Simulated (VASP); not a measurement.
Input of a VASP 6.6.1 run:

Contents of POSCAR:

```
GaN
1.0
    3.2251124982      0.0000000001      0.0000000000
   -1.6125562492      2.7930293534      0.0000000000
    0.0000000000      0.0000000000      5.2513743233
Ga N
2 2
Direct
    0.3333333333      0.6666666667     -0.0008926771
    0.6666666667      0.3333333333      0.4991073229
    0.3333333333      0.6666666667      0.3758926771
    0.6666666667      0.3333333333      0.8758926771
```

The input INCAR.step1:

```
PREC = Accurate
ENCUT = 520
ISMEAR = 0
SIGMA = 0.05
LREAL = False
LASPH = True
NELM = 60
NBANDS = 26
GGA = PE
ALGO = Normal
EDIFF = 1E-4
LWAVE = True
LCHARG = False
```

Contents of INCAR.step2:

```
PREC = Accurate
ENCUT = 520
EDIFF = 1E-6
ISMEAR = 0
SIGMA = 0.05
LREAL = False
LASPH = True
NELM = 60
ALGO = Normal
ISIF = 2
LWAVE = False
LCHARG = False
METAGGA = R2SCAN
LMIXTAU = True
NBANDS = 26
ISTART = 1
```

The input KPOINTS:

```
Automatic mesh
0
Gamma
  8 8 6
```

Potentials or basis: VASP PAW PBE potentials, release 64 (Ga_d, N).

Launch:

```sh
$ cat potpaw_PBE.64/Ga_d/POTCAR potpaw_PBE.64/N/POTCAR > POTCAR
$ cp INCAR.step1 INCAR
$ mpirun -np 1 vasp_std > vasp.out
$ cp INCAR.step2 INCAR
$ mpirun -np 1 vasp_std > vasp.out
```

Estimate the band gap on the k mesh.

2.07 eV, direct.

Estimate the pressure.

-6.1 GPa.

Stress tensor (GPa, compression positive):
```
-6.13  0.00  0.00
 0.00 -6.13  0.00
 0.00  0.00 -6.03
```

Caveat: the PAW data sets were made with another functional, which shifts forces and pressure a little.
